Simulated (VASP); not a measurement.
# NiO (Fm-3m) in VASP: settings compared

Aim: see how the results for NiO move with the level of theory and the settings. Levels: PBEsol+D4, revPBE. Tasks: single point.

Program: VASP 6.6.1. These are calculated values, not measurements. Logs are shortened: lines on timing, memory, paths and dates and some standing lists are left out, and cuts for length are marked.

### Step 1. The cell of the first run

The structure is cubic, space group Fm-3m (No. 225). The conventional cell has a = 4.172 Å, b = 4.172 Å, c = 4.172 Å, α = 90.00°, β = 90.00°, γ = 90.00°. Within 2.8 Å of Ni (site symmetry m-3m) lie 6 O at 2.09 Å. Within 2.8 Å of O (site symmetry m-3m) lie 6 Ni at 2.09 Å.

### Step 2. Single point, PBEsol+D4, collinear spin, ferromagnetic start

The input, INCAR:

```
PREC = Accurate
ENCUT = 520
EDIFF = 1E-6
ISMEAR = -1
SIGMA = 0.05
LREAL = F
LASPH = T
NELM = 150
ALGO = Normal
ISIF = 2
LWAVE = F
LCHARG = F
ISPIN = 2
MAGMOM = 1 0
LORBIT = 11
LMAXMIX = 4
GGA = PS
IVDW = 13
NBANDS = 19
```

The input, KPOINTS:

```
Automatic mesh
0
Gamma
  11 11 11
```

The input, POSCAR:

```
NiO
1.0
    0.0000000000      2.0859016414      2.0859016414
    2.0859016414      0.0000000000      2.0859016414
    2.0859016414      2.0859016414      0.0000000000
Ni O
1 1
Direct
    0.0000000000      0.0000000000      0.0000000000
    0.5000000000      0.5000000000      0.5000000000
```

Potentials or basis: VASP PAW PBE potentials, release 64 (Ni, O).

Run with:

```
> cat potpaw_PBE.64/Ni/POTCAR potpaw_PBE.64/O/POTCAR > POTCAR
> mpirun -np 1 vasp_std > vasp.out
```

OUTCAR:

```text
PREC = Accurate
   ENCUT = 520
   EDIFF = 1E-6
   ISMEAR = -1
   LREAL = F
   LASPH = T
   NELM = 150
   ISIF = 2
   ISPIN = 2
   LORBIT = 11
   GGA = PS
   IVDW = 13

 ion  position               nearest neighbor table
   1  0.000  0.000  0.000-   2 2.09   2 2.09   2 2.09   2 2.09   2 2.09   2 2.09
   2  0.500  0.500  0.500-   1 2.09   1 2.09   1 2.09   1 2.09   1 2.09   1 2.09

  LATTYP: Found a face centered cubic cell.
 ALAT       =     4.1718032828

  Lattice vectors:

 A1 = (   0.0000000000,   2.0859016414,   2.0859016414)
 A2 = (   2.0859016414,   0.0000000000,   2.0859016414)
 A3 = (   2.0859016414,   2.0859016414,   0.0000000000)

Analysis of symmetry for initial positions (statically):
=====================================================================
 Subroutine PRICEL returns:
 Original cell was already a primitive cell.

 Routine SETGRP: Setting up the symmetry group for a
 face centered cubic supercell.

 Subroutine GETGRP returns: Found 48 space group operations
 (whereof 48 operations were pure point group operations)
 out of a pool of 48 trial point group operations.

The static configuration has the point symmetry O_h .

Analysis of symmetry for dynamics (positions and initial velocities):
=====================================================================
 Subroutine PRICEL returns:
 Original cell was already a primitive cell.

 Routine SETGRP: Setting up the symmetry group for a
 face centered cubic supercell.

 Subroutine GETGRP returns: Found 48 space group operations
 (whereof 48 operations were pure point group operations)
 out of a pool of 48 trial point group operations.

The dynamic configuration has the point symmetry O_h .

Analysis of structural, dynamic, and magnetic symmetry:
=====================================================================
 Subroutine PRICEL returns:
 Original cell was already a primitive cell.

 Routine SETGRP: Setting up the symmetry group for a
 face centered cubic supercell.

 Subroutine GETGRP returns: Found 48 space group operations
 (whereof 48 operations were pure point group operations)
 out of a pool of 48 trial point group operations.

The overall configuration has the point symmetry O_h .

 Subroutine INISYM returns: Found 48 space group operations
 (whereof 48 operations are pure point group operations),
 and found     1 'primitive' translations

----------------------------------------------------------------------------------------

                                     Primitive cell

  volume of cell :      18.1515

  direct lattice vectors                    reciprocal lattice vectors
     0.000000000  2.085901641  2.085901641    -0.239704495  0.239704495  0.239704495
     2.085901641  0.000000000  2.085901641     0.239704495 -0.239704495  0.239704495
     2.085901641  2.085901641  0.000000000     0.239704495  0.239704495 -0.239704495

  length of vectors
     2.949910391  2.949910391  2.949910391     0.415180364  0.415180364  0.415180364

  position of ions in fractional coordinates (direct lattice)
     0.000000000  0.000000000  0.000000000
     0.500000000  0.500000000  0.500000000

  ion indices of the primitive-cell ions
   primitive index   ion index
                 1           1
                 2           2

----------------------------------------------------------------------------------------

 KPOINTS: Automatic mesh

Automatic generation of k-mesh.
 Grid dimensions read from file:
 generate k-points for:   11   11   11

 Generating k-lattice:

  Cartesian coordinates                     Fractional coordinates (reciprocal lattice)
    -0.021791318  0.021791318  0.021791318     0.090909091  0.000000000  0.000000000
     0.021791318 -0.021791318  0.021791318     0.000000000  0.090909091  0.000000000
     0.021791318  0.021791318 -0.021791318     0.000000000  0.000000000  0.090909091

  Length of vectors
     0.037743669  0.037743669  0.037743669

  Shift w.r.t. Gamma in fractional coordinates (k-lattice)
     0.000000000  0.000000000  0.000000000

 Subroutine IBZKPT returns following result:
 ===========================================

 Found     56 irreducible k-points:

 Following reciprocal coordinates:
            Coordinates               Weight
  0.000000  0.000000  0.000000      1.000000
  0.090909  0.000000  0.000000      8.000000
  0.181818  0.000000  0.000000      8.000000
  0.272727  0.000000  0.000000      8.000000
  0.363636  0.000000  0.000000      8.000000
  0.454545  0.000000  0.000000      8.000000
[... 16 lines left out ...]
 -0.272727  0.181818  0.000000     24.000000
 -0.181818  0.181818  0.000000     12.000000
 [... further k-points ...]
   k-points           NKPTS =     56   k-points in BZ     NKDIM =     56   number of bands    NBANDS=     19
   number of dos      NEDOS =    301   number of ions     NIONS =      2
   total plane-waves  NPLWV =  13824
   dimension x,y,z NGX =    24 NGY =   24 NGZ =   24
   dimension x,y,z NGXF=    48 NGYF=   48 NGZF=   48
   ions per type =               1   1
   NGX,Y,Z   is equivalent  to a cutoff of  13.53, 13.53, 13.53 a.u.
   NGXF,Y,Z  is equivalent  to a cutoff of  27.05, 27.05, 27.05 a.u.
 SYSTEM =  unknown system
   PREC   = accura    normal or accurate (medium, high low for compatibility)
   ISTART =      0    job   : 0-new  1-cont  2-samecut
   ICHARG =      2    charge: 1-file 2-atom 10-const
   ISPIN  =      2    spin polarized calculation?
   LNONCOLLINEAR =      F non collinear calculations
   LSORBIT =      F    spin-orbit coupling
   LASPH  =      T    aspherical Exc in radial PAW
   ENCUT  =  520.0 eV  38.22 Ry    6.18 a.u.   5.48  5.48  5.48*2*pi/ulx,y,z
   NELM   =    150;   NELMIN=  2; NELMDL= -5     # of ELM steps
   EDIFF  = 0.1E-05   stopping-criterion for ELM
   LREAL  =      F    real-space projection
   EDIFFG = 0.1E-04   stopping-criterion for IOM
   NSW    =      0    number of steps for IOM
   IBRION =     -1    ionic relax: 0-MD 1-quasi-New 2-CG
   NFREE  =      0    steps in history (QN), initial steepest desc. (CG)
   ISIF   =      2    stress and relaxation
   ISYM   =      2    0-nonsym 1-usesym 2-fastsym
   POTIM  = 0.5000    time-step for ionic-motion
   TEBEG  =    0.0;   TEEND  =   0.0 temperature during run
   PSTRESS=    0.0 pullay stress
   NELECT =      16.0000    total number of electrons
   NUPDOWN=      -1.0000    fix difference up-down
   EMIN   =  10.00;   EMAX   =-10.00  energy-range for DOS
   EFERMI =   0.00;   METHOD = LEGACY
   ISMEAR =    -1;   SIGMA  =   0.05  broadening in eV -4-tet -1-fermi 0-gaus
   EFERMI_NEDOS =   21; number of points for ismear=-14 and -15
   IALGO  =     38    algorithm
   IMIX   =      4    mixing-type and parameters
     AMIX     =   0.40;   BMIX     =  1.00
     AMIX_MAG =   1.60;   BMIX_MAG =  1.00
  volume/ion in A,a.u.               =       9.08        61.25
  Fermi-wavevector in a.u.,A,eV,Ry     =   1.569680  2.966264 33.523312  2.463894
  Thomas-Fermi vector in A             =   2.671526
   LORBIT       =     11    0 simple, 1 ext, 2 COOP (PROOUT), +10 PAW based schemes
   GGA     = PS    functional components
   LHFCALC =     F    Hartree Fock is set to
   AEXX    =    0.0000 exact exchange contribution
   IVDW    =    13    specifies the selected vdW correction
   LEPSILON=     F    determine dielectric tensor
   LRPA    =     F    only Hartree local field effects (RPA)
 spin polarized calculation
  energy-cutoff  :      520.00
  volume of cell :       18.15
 maximum number of plane-waves:       531
 NGX is ok and might be reduce to    24
   NGX = 11   NGY = 11   NGZ = 11

 number of electron      16.0000001 magnetization       1.3425337

 Free energy of the ion-electron system (eV)
  ---------------------------------------------------
  ext. energy  EPLUGINS =         0.00000000
  ---------------------------------------------------
  free energy    TOTEN  =       -12.38667433 eV

  energy without entropy =      -12.37346070  energy(sigma->0) =      -12.38006751

 E-fermi :   7.8103     XC(G=0): -12.9621

 val. band max:        7.8053347183   @ k =  -0.4545   0.3636   0.1818
 cond. band min:       7.8263077994   @ k =   0.3636   0.1818   0.0909
 fundamental gap:      0.0209730811
 Fermi energy:         7.8103175935

 spin component 1

 k-point     1 :       0.0000    0.0000    0.0000
  band No.  band energies     occupation
      1     -12.6476      1.00000
      2       4.6625      1.00000
      3       4.6625      1.00000
      4       4.6625      1.00000
      5       5.0912      1.00000
      6       5.0912      1.00000
[... 11 lines left out ...]
     18      33.6712      0.00000
     19      33.6712      0.00000
[... 485 lines left out ...]
 k-point    24 :      -0.1818    0.1818    0.0000
  band No.  band energies     occupation
      1     -11.8077      1.00000
      2       1.1071      1.00000
      3       2.3889      1.00000
      4       2.9086      1.00000
      5       5.6503      1.00000
      6       5.7192      1.00000
[... 11 lines left out ...]
     18      38.6343      0.00000
     19      39.7509      0.00000

 [... further k-points ...]

 spin component 2

 k-point     1 :       0.0000    0.0000    0.0000
  band No.  band energies     occupation
      1     -12.3302      1.00000
      2       5.0346      1.00000
      3       5.0346      1.00000
      4       5.0346      1.00000
      5       6.0678      1.00000
      6       6.0678      1.00000
[... 11 lines left out ...]
     18      34.1172      0.00000
     19      34.1173      0.00000
[... 485 lines left out ...]
 k-point    24 :      -0.1818    0.1818    0.0000
  band No.  band energies     occupation
      1     -11.4707      1.00000
      2       1.5141      1.00000
      3       3.2131      1.00000
      4       3.2941      1.00000
      5       6.4408      1.00000
      6       6.9486      1.00000
[... 11 lines left out ...]
     18      38.9402      0.00000
     19      39.9422      0.00000

 [... further k-points ...]

------------------------ aborting loop because EDIFF is reached ----------------------------------------

  DFT-D4 for vdW energy calculation

  Edisp (eV):   -0.35450

  FORCE on cell =-STRESS in cart. coord.  units (eV):
  Direction    XX          YY          ZZ          XY          YZ          ZX
  --------------------------------------------------------------------------------------
  -------------------------------------------------------------------------------------
  Total      -1.14989    -1.14989    -1.14989     0.00000     0.00000     0.00000
  in kB    -101.49719  -101.49719  -101.49719     0.00000     0.00000     0.00000
  external pressure =     -101.50 kB  Pullay stress =        0.00 kB

 VOLUME and BASIS-vectors are now :
 -----------------------------------------------------------------------------
  energy-cutoff  :      520.00
  volume of cell :       18.15
      direct lattice vectors                 reciprocal lattice vectors
     0.000000000  2.085901641  2.085901641    -0.239704495  0.239704495  0.239704495
     2.085901641  0.000000000  2.085901641     0.239704495 -0.239704495  0.239704495
     2.085901641  2.085901641  0.000000000     0.239704495  0.239704495 -0.239704495

 POSITION                                       TOTAL-FORCE (eV/Angst)
 -----------------------------------------------------------------------------------
      0.00000      0.00000      0.00000         0.000000     -0.000000     -0.000000
      2.08590      2.08590      2.08590        -0.000000      0.000000      0.000000
 -----------------------------------------------------------------------------------
    total drift:                                0.000000     -0.000000     -0.000000

  FREE ENERGIE OF THE ION-ELECTRON SYSTEM (eV)
  ---------------------------------------------------
  free  energy   TOTEN  =       -12.7411761308 eV

  energy  without entropy=      -12.7279624961  energy(sigma->0) =      -12.73456931

 total charge

# of ion       s       p       d       tot
------------------------------------------
    1        0.335   0.407   8.294   9.035
    2        1.557   3.375   0.000   4.932
--------------------------------------------------
tot          1.892   3.782   8.294  13.967

 magnetization (x)

# of ion       s       p       d       tot
------------------------------------------
    1        0.010   0.014   1.097   1.121
    2        0.024   0.166   0.000   0.189
--------------------------------------------------
tot          0.034   0.179   1.097   1.310
```

It took 17 s on 1 thread of Intel Xeon 6975P-C (Granite Rapids), shared host; peak memory 0.16 GiB.

What came out:

* Free energy: -12.7412 eV
* Pressure: -10.1 GPa
* Net moment: 1.34 μB per cell
* Site moments: Ni +1.12; O +0.19 μB
* Valence electrons inside the program's atomic spheres: Ni 9.04; O 4.93
* Dispersion energy per atom: -0.177 eV

Caveat: the PAW data sets were made with another functional, which shifts forces and pressure a little; a cell with one magnetic atom can't hold antiferromagnetic order, which such compounds often take; semilocal functionals often make such compounds metallic where correlation or magnetic order opens a gap, which also shifts bond lengths; pairwise dispersion overbinds metals, which lowers pressure and volume.

(Continued in part 2 of 2.)
